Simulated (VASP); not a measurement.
Wanted: the native input for a VASP 6.6.1 run.

| Quantity | Value |
| --- | --- |
| Task | single point |
| Functional | PBE |
| Potentials or basis | VASP PAW PBE potentials, release 64 (Sn_d, O) |
| Cutoff | 520 eV |
| k mesh | 6 × 6 × 8 |
| Occupations | gaussian, width 0.05 eV |
| Spin | no spin polarisation |
| Dipole correction | no |
| Further INCAR settings | ALGO = Normal; EDIFF = 1e-06; NBANDS = 35 |

The structure of SnO2 lies in POSCAR:

```
SnO2
1.0
    4.8539386023      0.0000000000      0.0000000000
    0.0000000000      4.8539523402      0.0000000000
    0.0000000000      0.0000000000      3.2031140837
Sn O
2 4
Direct
    0.5000000000      0.5000000000      0.5000000000
    0.0000000000      0.0000000000      0.0000000000
    0.3065724418      0.3066303342      0.0000000000
    0.8065724418      0.1933696658      0.5000000000
    0.1934275582      0.8066303342      0.5000000000
    0.6934275582      0.6933696658      0.0000000000
```

This cell differs from its parent crystal: atoms shifted along a free coordinate, c/a of the conventional cell at fixed volume 0.6599.

These files were run (other wordings do the same):

INCAR

```
PREC = Accurate
ENCUT = 520
EDIFF = 1E-6
ISMEAR = 0
SIGMA = 0.05
LREAL = False
LASPH = True
NELM = 60
ALGO = Normal
ISIF = 2
LWAVE = False
LCHARG = False
GGA = PE
NBANDS = 35
```

KPOINTS

```
regular mesh
0
Gamma
  6 6 8
```

Potentials or basis: VASP PAW PBE potentials, release 64 (Sn_d, O).

Command:

```bash
$ cat potpaw_PBE.64/Sn_d/POTCAR potpaw_PBE.64/O/POTCAR > POTCAR
$ mpirun -np 1 vasp_std > vasp.out
```

Results of the run:

```json
{
  "Pressure": "1.3 GPa",
  "Largest force": "0.054 eV/Å",
  "Band gap on the k mesh": "0.73 eV"
}
```

Caveat: spin-orbit coupling is left out, which moves the levels of the heavy elements.

It took 58 s on 1 thread of Intel(R) Xeon(R) 6975P-C (Granite Rapids), with other jobs on the host, peak memory 0.29 GiB.
